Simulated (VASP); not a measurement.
# Br (Fd-3m) in VASP: single point with PBE

Aim: the single point of Br with PBE.

All numbers are computed with VASP 6.6.1; they aren't measurements. Logs are shortened: lines on timing, memory, paths and dates and some standing lists are left out, and cuts for length are marked.

### Step 1. The cell of the first run

Symmetry: Fd-3m, No. 227, cubic system. The conventional cell has a = 7.013 Å, b = 7.013 Å, c = 7.013 Å, α = 90.00°, β = 90.00°, γ = 90.00°. Br (site symmetry -43m) has 4 Br at 3.04 Å within 4.0 Å.

### Step 2. Single point, PBE (43.12 Å³/atom)

Contents of POSCAR:

```
Br
1.0
    0.0000000000      3.5067068934      3.5067068934
    3.5067068934      0.0000000000      3.5067068934
    3.5067068934      3.5067068934      0.0000000000
Br
2
Direct
   -0.1250000000     -0.1250000000     -0.1250000000
    0.1250000000      0.1250000000      0.1250000000
```

Contents of INCAR.step1:

```
SYSTEM = Br
PREC     = Accurate       ! precision mode
ENCUT    = 520            ! plane-wave cutoff, eV
EDIFF    = 1E-7           ! SCF threshold, eV
ISMEAR   = -1             ! smearing method
SIGMA    = 0.08           ! smearing width, eV
LREAL    = .False.        ! projectors in reciprocal space
LASPH    = .True.         ! aspherical terms in the spheres
NELM     = 80             ! most SCF steps
ALGO     = Normal         ! electronic algorithm
ISIF     = 2              ! what is computed and relaxed
LWAVE    = .False.        ! write WAVECAR
LCHARG   = .True.         ! write CHGCAR
GGA      = PE             ! functional
NBANDS   = 14             ! bands
```

Contents of KPOINTS.step1:

```
regular mesh
0
Gamma
  11 11 11
  0 0 0
```

Contents of INCAR.step2:

```
SYSTEM = Br
PREC     = Accurate       ! precision mode
ENCUT    = 520            ! plane-wave cutoff, eV
EDIFF    = 1E-7           ! SCF threshold, eV
ISMEAR   = -5             ! smearing method
SIGMA    = 0.08           ! smearing width, eV
LREAL    = .False.        ! projectors in reciprocal space
LASPH    = .True.         ! aspherical terms in the spheres
NELM     = 80             ! most SCF steps
ALGO     = Normal         ! electronic algorithm
ISIF     = 2              ! what is computed and relaxed
LWAVE    = .False.        ! write WAVECAR
LCHARG   = .False.        ! write CHGCAR
GGA      = PE             ! functional
LORBIT   = 10             ! projections on sites
NEDOS    = 2001           ! points of the DOS
ICHARG   = 11             ! starting density
```

Contents of KPOINTS.step2:

```
regular mesh
0
Gamma
  17 17 17
  0 0 0
```

Potentials or basis: VASP PAW PBE potentials, release 64 (Br).

The run is started by

```bash
$ cat potpaw_PBE.64/Br/POTCAR > POTCAR
$ cp INCAR.step1 INCAR
$ cp KPOINTS.step1 KPOINTS
$ mpirun -np 1 vasp_std > vasp.out
$ cp INCAR.step2 INCAR
$ cp KPOINTS.step2 KPOINTS
$ mpirun -np 1 vasp_std > vasp.out
```

OUTCAR:

```text
SYSTEM = Br
   PREC = Accurate
   ENCUT = 520
   EDIFF = 1E-7
   ISMEAR = -5
   LREAL = .False.
   LASPH = .True.
   NELM = 80
   ISIF = 2
   GGA = PE
   LORBIT = 10
   ICHARG = 11

 ion  position               nearest neighbor table
   1  0.875  0.875  0.875-
   2  0.125  0.125  0.125-

  LATTYP: Found a face centered cubic cell.
 ALAT       =     7.0134137868

  Lattice vectors:

 A1 = (   0.0000000000,   3.5067068934,   3.5067068934)
 A2 = (   3.5067068934,   0.0000000000,   3.5067068934)
 A3 = (   3.5067068934,   3.5067068934,   0.0000000000)

Analysis of symmetry for initial positions (statically):
=====================================================================
 Subroutine PRICEL returns:
 Original cell was already a primitive cell.

 Routine SETGRP: Setting up the symmetry group for a
 face centered cubic supercell.

 Subroutine GETGRP returns: Found 48 space group operations
 (whereof 12 operations were pure point group operations)
 out of a pool of 48 trial point group operations.

The static configuration has the point symmetry D_3d.
 The point group associated with its full space group is O_h .

Analysis of symmetry for dynamics (positions and initial velocities):
=====================================================================
 Subroutine PRICEL returns:
 Original cell was already a primitive cell.

 Routine SETGRP: Setting up the symmetry group for a
 face centered cubic supercell.

 Subroutine GETGRP returns: Found 48 space group operations
 (whereof 12 operations were pure point group operations)
 out of a pool of 48 trial point group operations.

The dynamic configuration has the point symmetry D_3d.
 The point group associated with its full space group is O_h .

 Subroutine INISYM returns: Found 48 space group operations
 (whereof 12 operations are pure point group operations),
 and found     1 'primitive' translations

----------------------------------------------------------------------------------------

                                     Primitive cell

  volume of cell :      86.2439

  direct lattice vectors                    reciprocal lattice vectors
     0.000000000  3.506706893  3.506706893    -0.142583916  0.142583916  0.142583916
     3.506706893  0.000000000  3.506706893     0.142583916 -0.142583916  0.142583916
     3.506706893  3.506706893  0.000000000     0.142583916  0.142583916 -0.142583916

  length of vectors
     4.959232448  4.959232448  4.959232448     0.246962586  0.246962586  0.246962586

  position of ions in fractional coordinates (direct lattice)
     0.875000000  0.875000000  0.875000000
     0.125000000  0.125000000  0.125000000

  ion indices of the primitive-cell ions
   primitive index   ion index
                 1           1
                 2           2

----------------------------------------------------------------------------------------

 KPOINTS: regular mesh

Automatic generation of k-mesh.
 Grid dimensions read from file:
 generate k-points for:   17   17   17

 Generating k-lattice:

  Cartesian coordinates                     Fractional coordinates (reciprocal lattice)
    -0.008387289  0.008387289  0.008387289     0.058823529  0.000000000  0.000000000
     0.008387289 -0.008387289  0.008387289     0.000000000  0.058823529  0.000000000
     0.008387289  0.008387289 -0.008387289     0.000000000  0.000000000  0.058823529

  Length of vectors
     0.014527211  0.014527211  0.014527211

  Shift w.r.t. Gamma in fractional coordinates (k-lattice)
     0.000000000  0.000000000  0.000000000

 TETIRR: Found    693 inequivalent tetrahedra from    29478

 Subroutine IBZKPT returns following result:
 ===========================================

 Found    165 irreducible k-points:

 Following reciprocal coordinates:
            Coordinates               Weight
  0.000000  0.000000  0.000000      1.000000
  0.058824  0.000000  0.000000      8.000000
  0.117647  0.000000  0.000000      8.000000
  0.176471  0.000000  0.000000      8.000000
  0.235294  0.000000  0.000000      8.000000
  0.294118  0.000000  0.000000      8.000000
[... 16 lines left out ...]
 -0.176471  0.058824  0.000000     24.000000
 -0.117647  0.058824  0.000000     24.000000
 [... further k-points ...]
   k-points           NKPTS =    165   k-points in BZ     NKDIM =    165   number of bands    NBANDS=     11
   number of dos      NEDOS =   2001   number of ions     NIONS =      2
   total plane-waves  NPLWV =  64000
   dimension x,y,z NGX =    40 NGY =   40 NGZ =   40
   dimension x,y,z NGXF=    80 NGYF=   80 NGZF=   80
   ions per type =               2
   NGX,Y,Z   is equivalent  to a cutoff of  13.41, 13.41, 13.41 a.u.
   NGXF,Y,Z  is equivalent  to a cutoff of  26.82, 26.82, 26.82 a.u.
 SYSTEM =  Br
   PREC   = accura    normal or accurate (medium, high low for compatibility)
   ISTART =      0    job   : 0-new  1-cont  2-samecut
   ICHARG =     11    charge: 1-file 2-atom 10-const
   ISPIN  =      1    spin polarized calculation?
   LNONCOLLINEAR =      F non collinear calculations
   LSORBIT =      F    spin-orbit coupling
   LASPH  =      T    aspherical Exc in radial PAW
   ENCUT  =  520.0 eV  38.22 Ry    6.18 a.u.   9.22  9.22  9.22*2*pi/ulx,y,z
   NELM   =     80;   NELMIN=  2; NELMDL=  0     # of ELM steps
   EDIFF  = 0.1E-06   stopping-criterion for ELM
   LREAL  =      F    real-space projection
   EDIFFG = 0.1E-05   stopping-criterion for IOM
   NSW    =      0    number of steps for IOM
   IBRION =     -1    ionic relax: 0-MD 1-quasi-New 2-CG
   NFREE  =      0    steps in history (QN), initial steepest desc. (CG)
   ISIF   =      2    stress and relaxation
   ISYM   =      2    0-nonsym 1-usesym 2-fastsym
   POTIM  = 0.5000    time-step for ionic-motion
   TEBEG  =    0.0;   TEEND  =   0.0 temperature during run
   PSTRESS=    0.0 pullay stress
   NELECT =      14.0000    total number of electrons
   NUPDOWN=      -1.0000    fix difference up-down
   EMIN   =  10.00;   EMAX   =-10.00  energy-range for DOS
   EFERMI =   0.00;   METHOD = LEGACY
   ISMEAR =    -5;   SIGMA  =   0.08  broadening in eV -4-tet -1-fermi 0-gaus
   EFERMI_NEDOS =   21; number of points for ismear=-14 and -15
   IALGO  =     38    algorithm
   IMIX   =      4    mixing-type and parameters
     AMIX     =   0.40;   BMIX     =  1.00
     AMIX_MAG =   1.60;   BMIX_MAG =  1.00
  volume/ion in A,a.u.               =      43.12       291.00
  Fermi-wavevector in a.u.,A,eV,Ry     =   0.893048  1.687616 10.851114  0.797534
  Thomas-Fermi vector in A             =   2.015075
   LORBIT       =     10    0 simple, 1 ext, 2 COOP (PROOUT), +10 PAW based schemes
   GGA     = PE    functional components
   LHFCALC =     F    Hartree Fock is set to
   AEXX    =    0.0000 exact exchange contribution
   IVDW    =     0    specifies the selected vdW correction
   LEPSILON=     F    determine dielectric tensor
   LRPA    =     F    only Hartree local field effects (RPA)
 non-spin polarized calculation
 Fermi weights with tetrahedron method with Bloechl corrections
  energy-cutoff  :      520.00
  volume of cell :       86.24
 maximum number of plane-waves:      2336
 NGX is ok and might be reduce to    40

 number of electron      13.9999997 magnetization

 Free energy of the ion-electron system (eV)
  ---------------------------------------------------
  ext. energy  EPLUGINS =         0.00000000
  ---------------------------------------------------
  free energy    TOTEN  =        -2.00474950 eV

  energy without entropy =       -2.00474950  energy(sigma->0) =       -2.00474950

 E-fermi :  -1.3426     XC(G=0):  -6.7652

 val. band max:       -1.3418981676   @ k =   0.4706   0.2353   0.0000
 cond. band min:      -1.3398567404   @ k =  -0.2941   0.1765   0.0588
 fundamental gap:      0.0020414273
 Fermi energy:        -1.3426305754

 k-point     1 :       0.0000    0.0000    0.0000
  band No.  band energies     occupation
      1     -16.3425      2.00000
      2     -14.3984      2.00000
      3      -3.9995      2.00000
      4      -3.9995      2.00000
      5      -3.9995      2.00000
      6      -2.1946      2.00000
      7      -2.1946      2.00000
      8      -2.1946      2.00000
      9       3.8882      0.00000
     10       7.7812      0.00000
     11       7.7812      0.00000

 k-point     2 :       0.0588    0.0000    0.0000
  band No.  band energies     occupation
      1     -16.3319      2.00000
      2     -14.4135      2.00000
      3      -4.0159      2.00000
      4      -4.0159      2.00000
      5      -4.0130      2.00000
      6      -2.1815      2.00000
      7      -2.1726      2.00000
      8      -2.1726      2.00000
      9       3.9587      0.00000
     10       7.7006      0.00000
     11       7.7006      0.00000

 k-point     3 :       0.1176    0.0000    0.0000
  band No.  band energies     occupation
      1     -16.3004      2.00000
      2     -14.4574      2.00000
      3      -4.0607      2.00000
      4      -4.0607      2.00000
      5      -4.0533      2.00000
      6      -2.1393      2.00000
      7      -2.1116      2.00000
      8      -2.1116      2.00000
      9       4.1597      0.00000
     10       7.5399      0.00000
     11       7.5399      0.00000
[... 267 lines left out ...]
 k-point    23 :      -0.1765    0.0588    0.0000
  band No.  band energies     occupation
      1     -16.2203      2.00000
      2     -14.5668      2.00000
      3      -4.2652      2.00000
      4      -4.1232      2.00000
      5      -4.0682      2.00000
      6      -2.0976      2.00000
      7      -2.0212      2.00000
      8      -1.8658      2.00000
      9       4.6306      0.00000
     10       7.1668      0.00000
     11       7.4592      0.00000

 k-point    24 :      -0.1176    0.0588    0.0000
  band No.  band energies     occupation
      1     -16.2763      2.00000
      2     -14.4907      2.00000
      3      -4.1669      2.00000
      4      -4.0635      2.00000
      5      -4.0319      2.00000
      6      -2.1575      2.00000
      7      -2.1046      2.00000
      8      -1.9851      2.00000
      9       4.3083      0.00000
     10       7.3005      0.00000
     11       7.5807      0.00000

 [... further k-points ...]
[... 5 lines left out ...]
  --------------------------------------------------------------------------------------
  -------------------------------------------------------------------------------------
  Total       -0.1258941     -0.1258941     -0.1258941      0.0000000     -0.0000000     -0.0000000
  in kB       -2.3387708     -2.3387708     -2.3387708      0.0000000     -0.0000000     -0.0000000
  external PRESSURE =      -2.3387708 kB  Pullay stress =       0.0000000 kB

 VOLUME and BASIS-vectors are now :
 -----------------------------------------------------------------------------
  energy-cutoff  :      520.00
  volume of cell :       86.24
      direct lattice vectors                 reciprocal lattice vectors
     0.000000000  3.506706893  3.506706893    -0.142583916  0.142583916  0.142583916
     3.506706893  0.000000000  3.506706893     0.142583916 -0.142583916  0.142583916
     3.506706893  3.506706893  0.000000000     0.142583916  0.142583916 -0.142583916

 POSITION                                       TOTAL-FORCE (eV/Angst)
 -----------------------------------------------------------------------------------
      6.13674      6.13674      6.13674        -0.000000     -0.000000     -0.000000
      0.87668      0.87668      0.87668         0.000000      0.000000      0.000000
 -----------------------------------------------------------------------------------
    total drift:                                0.000000      0.000000      0.000000

  FREE ENERGIE OF THE ION-ELECTRON SYSTEM (eV)
  ---------------------------------------------------
  free  energy   TOTEN  =        -2.0047495043 eV

  energy  without entropy=       -2.0047495043  energy(sigma->0) =       -2.00474950

 total charge

# of ion       s       p       d       tot
------------------------------------------
    1        1.647   3.014   0.014   4.676
    2        1.647   3.014   0.014   4.676
--------------------------------------------------
tot          3.294   6.029   0.029   9.352
```

Run time: 82 s. Hardware: 1 thread of Intel Xeon 6975P-C (Granite Rapids), shared host; peak memory 0.31 GiB.

What came out:

| Quantity | Value |
| --- | --- |
| Valence electrons inside the program's atomic spheres | Br 4.68 |

Levels at points of the mesh, in eV from the Fermi level:
```
           k point  band 5  band 6  band 7  band 8  band 9  band 10
(0.00, 0.00, 0.00)   -2.66   -0.85   -0.85   -0.85    5.23     9.12
```
